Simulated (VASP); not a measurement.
A run of VASP 6.6.1 is set up as follows.

File INCAR:

```
SYSTEM = InP
PREC = Accurate
ENCUT = 500
EDIFF = 1E-6
ISMEAR = 0
SIGMA = 0.01
LREAL = .False.
LASPH = .True.
NELM = 120
ALGO = Normal
ISIF = 2
LWAVE = .False.
LCHARG = .True.
GGA = PS
LELF = .True.
LVHAR = .True.
NBANDS = 16
GGA_COMPAT = .False.
```

Contents of KPOINTS:

```
Automatic mesh
0
Gamma
  4 4 4
  0 0 0
```

The input POSCAR:

```
InP
1.0
    0.0000000000      2.9685800016      2.9060631556
    2.9685800016      0.0000000000      2.9060631556
    2.9685800016      2.9685800016      0.0000000000
In P
1 1
Direct
    0.0000000000      0.0000000000      0.0000000000
    0.2500000000      0.2500000000      0.2500000000
```

Potentials or basis: VASP PAW PBE potentials, release 64 (In_d, P).

Command:

```bash
$ cat potpaw_PBE.64/In_d/POTCAR potpaw_PBE.64/P/POTCAR > POTCAR
$ mpirun -np 1 vasp_std > vasp.out
```

Problem. Estimate the pressure.

Solution. -0.4 GPa.

Problem. Predict the band gap on the k mesh.

Solution. 0.44 eV, direct.

Stress tensor (GPa, compression positive):
```
-0.70  0.00  0.00
 0.00 -0.70  0.00
 0.00  0.00  0.17
```

Caveat: the k points lie up to 0.46 Å⁻¹ apart; the PAW data sets were made with another functional, which shifts forces and pressure a little; spin-orbit coupling is left out, which moves the levels of the heavy elements. A hybrid or GW would open this gap; PBEsol tends to underestimate it.
